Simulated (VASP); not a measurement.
H18SO8, 27 atoms in the cell. The cell holds a disordered packing, 27 atoms: a = 6.694 Å, b = 6.694 Å, c = 6.694 Å, α = 90.00°, β = 90.00°, γ = 90.00°. 

| Item | Value |
| --- | --- |
| Program | VASP 6.6.1 |
| Task | single point |
| Functional | LDA |
| Potentials or basis | VASP PAW LDA potentials, release 64 (O, H, S) |
| Cutoff | 520 eV |
| k mesh | 1 × 1 × 1 |
| Occupations | fermi-dirac, width 0.05 eV |
| Spin | no spin polarisation |
| Dipole correction | no |
| Further INCAR settings | LREAL = Auto; ALGO = Normal; EDIFF = 1e-07; NBANDS = 55 |

Potentials or basis: VASP PAW LDA potentials, release 64 (O, H, S).

The run is started by

```sh
$ cat potpaw_LDA.64/O/POTCAR potpaw_LDA.64/H/POTCAR potpaw_LDA.64/S/POTCAR > POTCAR
$ mpirun -np 1 vasp_gam > vasp.out
```

Hardware: 1 thread of Intel Xeon 8259CL, on a shared host.

Task: How long does it take, and how much memory?

Result: Wall time 64 s on 1 thread of Intel Xeon 8259CL (shared host), peak memory 0.26 GiB. Counts: scf iterations 18, k points 1.
